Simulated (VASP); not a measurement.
KTaO3: single point with r2SCAN

KTaO3:

```
K Ta O
1.0
     3.58947    0.00000    0.00000
     0.00000    3.98830    0.00000
     0.00000    0.00000    3.98830
K Ta O
1 1 3
Direct
  0.50000 0.50000 0.50000
  0.00000 0.00000 0.00000
  0.50000 0.00000 0.00000
  0.00000 0.50000 0.00000
  0.00000 0.00000 0.50000
```

This cell differs from its parent crystal: strain -0.1000 x Voigt [1, 0, 0, 0, 0, 0].

| Item | Value |
| --- | --- |
| Program | VASP 6.6.1 |
| Task | single point |
| Functional | r2SCAN |
| Potentials or basis | VASP PAW PBE potentials, release 64 (K_sv, Ta_pv, O) |
| Cutoff | 520 eV |
| k mesh | 6 × 6 × 6 |
| Occupations | gaussian, width 0.05 eV |
| Spin | no spin polarisation |

| Quantity | Value |
| --- | --- |
| Pressure | 35.8 GPa |
| Band gap on the k mesh | 2.62 eV (least direct gap 3.03 eV) |

Stress tensor (GPa, compression positive):
```
82.76  0.00  0.00
 0.00 12.25  0.00
 0.00  0.00 12.25
```

Levels at points of the mesh, in eV from the valence-band top:
| k point | band 17 | band 18 | band 19 | band 20 | band 21 | band 22 |
| --- | --- | --- | --- | --- | --- | --- |
| (0.00, 0.00, 0.00) | -0.62 | -0.62 | -0.41 | 2.62 | 2.84 | 2.84 |
| (0.50, 0.00, 0.00) | -1.77 | -0.84 | -0.84 | 2.97 | 7.36 | 7.36 |
| (0.00, 0.50, 0.00) | -1.75 | -1.04 | -0.65 | 2.99 | 5.60 | 5.60 |
| (0.50, 0.50, 0.00) | -1.38 | -1.24 | -0.24 | 5.71 | 7.36 | 8.33 |
| (0.00, 0.50, 0.50) | -2.50 | -1.15 | -0.10 | 5.64 | 5.64 | 6.93 |
| (0.50, 0.50, 0.50) | -0.11 | -0.11 | 0.00 | 7.21 | 8.52 | 8.52 |

Run time: 7.4 min on 1 thread of Intel Xeon 8259CL, on a shared host, peak memory 0.21 GiB.

Caveat: the cell differs from its parent crystal (strain -0.1000 x Voigt [1, 0, 0, 0, 0, 0]); the stress differs along the axes, from 12 to 83 GPa; the PAW data sets were made with another functional, which shifts forces and pressure a little; spin-orbit coupling is left out, which moves the levels of the heavy elements. A k mesh can miss the band edges.
